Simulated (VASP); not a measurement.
Sc4Mo:

```
CELL_PARAMETERS angstrom
4.50819 0.00000 0.00000
0.00000 4.50819 0.00000
0.00000 0.00000 4.50819
ATOMIC_POSITIONS crystal
Sc 0.50000 0.00000 0.00000
Sc 0.00000 0.50000 0.00000
Sc 0.00000 0.00000 0.50000
Sc 0.50000 0.50000 0.50000
Mo 0.00000 0.00000 0.00000
```

The cell was built from a structure type or drawn by symmetry, and may not be a known phase.

| Property | Result |
| --- | --- |
| Program | VASP 6.6.1 |
| Task | relaxation of cell and atoms |
| Functional | PBE |
| Potentials or basis | VASP PAW PBE potentials, release 64 (Sc_sv, Mo_sv) |
| Cutoff | 600 eV |
| k mesh | 4 × 4 × 4 |
| Occupations | gaussian, width 0.1 eV |
| Spin | no spin polarisation |

At the start: pressure 35.9 GPa; volume 18.32 Å³/atom.

Question: How do energy, volume and symmetry change on relaxing?

Answer: Over 3 steps the energy falls by 599.9 meV/atom and the volume is 25.38 Å³/atom (+38.5 %); space group Pm-3m (No. 221, to 0.1 Å) before and after.

The path:
```tsv
step	energy change (eV)	largest force (eV/Å)	pressure (GPa)	volume (Å³)
1	0.0000	0.0000	35.93	91.62
2	-2.0776	0.0000	-8.37	157.64
3	-2.9993	0.0000	0.22	126.91
```

Final structure:
```xyz
5
Lattice="5.0253 0.0000 0.0000 0.0000 5.0253 0.0000 0.0000 0.0000 5.0253" Properties=species:S:1:pos:R:3 pbc="T T T"
Sc    2.5126    0.0000    0.0000
Sc    0.0000    2.5126    0.0000
Sc    0.0000    0.0000    2.5126
Sc    2.5126    2.5126    2.5126
Mo    0.0000    0.0000    0.0000
```

Caveat: the volume moved by over 15 % at a fixed basis, so the end points are rough.
